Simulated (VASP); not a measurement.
# BAs (Pm-3m) in VASP: notebook, part 2 of 2

VASP 6.6.1. Earlier steps stand in the parts before.

## (3) Single point, PBE

This run uses another cell than the first one, of 13.14 Å³/atom, 1.020 times its volume.

INCAR reads:

```
PREC = Accurate ; ENCUT = 500
EDIFF = 1E-6 ; ISMEAR = -1
SIGMA = 0.05 ; LREAL = False
LASPH = True ; NELM = 120
ALGO = Normal ; ISIF = 2
LWAVE = False ; LCHARG = True
GGA = PE ; LELF = True
LVHAR = True ; NBANDS = 11
GGA_COMPAT = False
```

KPOINTS reads:

```
regular mesh
0
Gamma
  9 9 9
```

POSCAR reads:

```
BAs
1.0
    2.9729845598      0.0000000000      0.0000000000
    0.0000000000      2.9729845598      0.0000000000
    0.0000000000      0.0000000000      2.9729845598
B As
1 1
Direct
    0.5000000000      0.5000000000      0.5000000000
    0.0000000000      0.0000000000      0.0000000000
```

Potentials or basis: VASP PAW PBE potentials, release 64 (B, As).

The run is started by

```sh
> cat potpaw_PBE.64/B/POTCAR potpaw_PBE.64/As/POTCAR > POTCAR
> mpirun -np 1 vasp_std > vasp.out
```

Run time: 7.1 s. Hardware: 1 thread of Intel Xeon 6975P-C, shared host; peak memory 0.14 GiB.

It converged, with:

```
Free energy            : -8.3390 eV
Pressure               : -3.2 GPa
Band gap on the k mesh : zero (band 4 reaches 8.92 eV, above the bottom of band 5 at 4.29 eV)
```

Levels at points of the mesh, in eV from the Fermi level:
| k point | band 1 | band 2 | band 3 | band 4 | band 5 | band 6 | band 7 | band 8 | band 9 |
| --- | --- | --- | --- | --- | --- | --- | --- | --- | --- |
| (0.00, 0.00, 0.00) | -15.25 | -0.67 | -0.67 | -0.67 | -0.45 | 5.82 | 5.82 | 9.05 | 9.05 |

## (4) Single point, PBE

This run uses another cell than the first one, of 13.39 Å³/atom, 1.039 times its volume.

INCAR reads:

```
PREC     = Accurate       # precision mode
ENCUT    = 500            # plane-wave cutoff, eV
EDIFF    = 1E-6           # SCF threshold, eV
ISMEAR   = -1             # smearing method
SIGMA    = 0.05           # smearing width, eV
LREAL    = False          # projectors in reciprocal space
LASPH    = True           # aspherical terms in the spheres
NELM     = 120            # most SCF steps
ALGO     = Normal         # electronic algorithm
ISIF     = 2              # what is computed and relaxed
LWAVE    = False          # write WAVECAR
LCHARG   = False          # write CHGCAR
GGA      = PE             # functional
NBANDS   = 11             # bands
GGA_COMPAT= False
```

KPOINTS reads:

```
Automatic mesh
0
Gamma
  9 9 9
```

POSCAR reads:

```
BAs
1.0
    2.9919212777      0.0000000000      0.0000000000
    0.0000000000      2.9919212777      0.0000000000
    0.0000000000      0.0000000000      2.9919212777
B As
1 1
Direct
    0.5000000000      0.5000000000      0.5000000000
    0.0000000000      0.0000000000      0.0000000000
```

The run is started by

```sh
> cat potpaw_PBE.64/B/POTCAR potpaw_PBE.64/As/POTCAR > POTCAR
> mpirun -np 1 vasp_std > vasp.out
```

Wall time 5.2 s (1 thread of Intel Xeon 6975P-C, shared host); peak memory 0.14 GiB.

Results (log left out):

```
Free energy            : -8.3263 eV
Pressure               : -4.8 GPa
Band gap on the k mesh : zero (band 4 reaches 8.69 eV, above the bottom of band 5 at 4.07 eV)
```

Levels at points of the mesh, in eV from the Fermi level:
| k point | band 1 | band 2 | band 3 | band 4 | band 5 | band 6 | band 7 | band 8 |
| --- | --- | --- | --- | --- | --- | --- | --- | --- |
| (0.00, 0.00, 0.00) | -15.08 | -0.65 | -0.65 | -0.65 | -0.60 | 5.84 | 5.84 | 8.86 |

## (5) Single point, HF

This run uses another cell than the first one, of 12.63 Å³/atom, 0.980 times its volume.

POSCAR reads:

```
BAs
1.0
    2.9343700000      0.0000000000      0.0000000000
    0.0000000000      2.9343700000      0.0000000000
    0.0000000000      0.0000000000      2.9343700000
B As
1 1
Direct
    0.5000000000      0.5000000000      0.5000000000
    0.0000000000      0.0000000000      0.0000000000
```

INCAR.step1 reads:

```
ALGO = Normal
EDIFF = 1E-5
ENCUT = 520
GGA = PE
GGA_COMPAT = F
ISIF = 2
ISMEAR = -1
LASPH = T
LREAL = F
LWAVE = T
NBANDS = 16
NELM = 120
PREC = Accurate
SIGMA = 0.05
```

INCAR.step2 reads:

```
AEXX = 1.0
AGGAC = 0.0
ALDAC = 0.0
ALGO = Normal
EDIFF = 1E-6
ENCUT = 520
GGA = PE
GGA_COMPAT = F
ISIF = 2
ISMEAR = -1
ISTART = 1
LASPH = T
LCHARG = T
LELF = T
LHFCALC = T
LREAL = F
LVHAR = T
LWAVE = F
NBANDS = 16
NELM = 120
PREC = Accurate
PRECFOCK = Normal
SIGMA = 0.05
```

KPOINTS reads:

```
k-points
0
Gamma
  5 5 5
```

Potentials or basis: VASP PAW PBE potentials, release 64 (B, As_d).

The run is started by

```sh
> cat potpaw_PBE.64/B/POTCAR potpaw_PBE.64/As_d/POTCAR > POTCAR
> cp INCAR.step1 INCAR
> mpirun -np 1 vasp_std > vasp.out
> cp INCAR.step2 INCAR
> mpirun -np 1 vasp_std > vasp.out
```

OUTCAR:

```text
AEXX = 1.0
   EDIFF = 1E-6
   ENCUT = 520
   GGA = PE
   ISIF = 2
   ISMEAR = -1
   ISTART = 1
   LASPH = T
   LHFCALC = T
   LREAL = F
   NELM = 120
   PREC = Accurate
   PRECFOCK = Normal

 ion  position               nearest neighbor table
   1  0.500  0.500  0.500-   2 2.54   2 2.54   2 2.54   2 2.54   2 2.54   2 2.54   2 2.54   2 2.54

   2  0.000  0.000  0.000-   1 2.54   1 2.54   1 2.54   1 2.54   1 2.54   1 2.54   1 2.54   1 2.54

  LATTYP: Found a simple cubic cell.
[... 371 lines left out ...]

------------------------ aborting loop because EDIFF is reached ----------------------------------------

  FORCE on cell =-STRESS in cart. coord.  units (eV):
  Direction    XX          YY          ZZ          XY          YZ          ZX
  --------------------------------------------------------------------------------------
  -------------------------------------------------------------------------------------
  Total        0.1071829      0.1071829      0.1071829     -0.0000000      0.0000000     -0.0000000
  in kB        6.7965967      6.7965967      6.7965967     -0.0000000      0.0000000     -0.0000000
  external PRESSURE =       6.7965967 kB  Pullay stress =       0.0000000 kB

 VOLUME and BASIS-vectors are now :
 -----------------------------------------------------------------------------
  energy-cutoff  :      520.00
  volume of cell :       25.27
      direct lattice vectors                 reciprocal lattice vectors
     2.934370000  0.000000000  0.000000000     0.340788653  0.000000000  0.000000000
     0.000000000  2.934370000  0.000000000     0.000000000  0.340788653  0.000000000
     0.000000000  0.000000000  2.934370000     0.000000000  0.000000000  0.340788653

 POSITION                                       TOTAL-FORCE (eV/Angst)
 -----------------------------------------------------------------------------------
      1.46718      1.46718      1.46718         0.000000      0.000000      0.000000
      0.00000      0.00000      0.00000         0.000000      0.000000      0.000000
 -----------------------------------------------------------------------------------
    total drift:                                0.000000     -0.000000      0.000000

  FREE ENERGIE OF THE ION-ELECTRON SYSTEM (eV)
  ---------------------------------------------------
  free  energy   TOTEN  =       -14.3067618053 eV

  energy  without entropy=      -14.3067618053  energy(sigma->0) =      -14.30676181
```

OUTCAR.step1:

```text
EDIFF = 1E-5
   ENCUT = 520
   GGA = PE
   ISIF = 2
   ISMEAR = -1
[... 395 lines left out ...]
 -----------------------------------------------------------------------------------
      1.46718      1.46718      1.46718         0.000000      0.000000      0.000000
      0.00000      0.00000      0.00000         0.000000      0.000000      0.000000
 -----------------------------------------------------------------------------------
    total drift:                                0.000000      0.000000      0.000000

  FREE ENERGIE OF THE ION-ELECTRON SYSTEM (eV)
  ---------------------------------------------------
  free  energy   TOTEN  =        -8.3142599946 eV

  energy  without entropy=       -8.3097409903  energy(sigma->0) =       -8.31200049
```

Run time: 11 min. Hardware: 1 thread of Intel Xeon Platinum 8488C (Sapphire Rapids), shared host; peak memory 0.15 GiB.

What came out:

```
Free energy            : -14.3068 eV
Pressure               : 0.7 GPa
Band gap on the k mesh : zero (band 9 reaches 11.20 eV, above the bottom of band 10 at 2.59 eV)
```

Levels at points of the mesh, in eV from the Fermi level:
```tsv
k point	band 7	band 8	band 9	band 10	band 11	band 12
(0.00, 0.00, 0.00)	-3.14	-3.14	-3.14	1.54	9.15	9.15
```

Caveat: the k points lie up to 0.43 Å⁻¹ apart; the PAW data sets were made with another functional, which shifts forces and pressure a little.

## (6) Summary

```tsv
level	potentials or basis	cell	k mesh	cutoff (eV)	grid for exact exchange (PRECFOCK)	second run	gap on the mesh (eV)	pressure (GPa)
PBE	VASP PAW PBE potentials, release 64 (B, As)	a = 2.954 Å, 2 atoms	9 × 9 × 9	500	-	-	none	-1.5
PBE	VASP PAW PBE potentials, release 64 (B, As)	a = 2.973 Å, 2 atoms	9 × 9 × 9	500	-	-	none	-3.2
PBE	VASP PAW PBE potentials, release 64 (B, As)	a = 2.992 Å, 2 atoms	9 × 9 × 9	500	-	-	none	-4.8
HF	VASP PAW PBE potentials, release 64 (B, As_d)	a = 2.934 Å, 2 atoms	5 × 5 × 5	520	Normal	valence_matched	none	0.7
```

Alike in all rows: task single point; no spin polarisation; smearing fermi-dirac 0.05 eV.

Caveats: some runs use coarse meshes; the PAW data sets were made with another functional, which shifts forces and pressure a little (some runs).

Absolute energies hang on the potentials; compare differences alone.
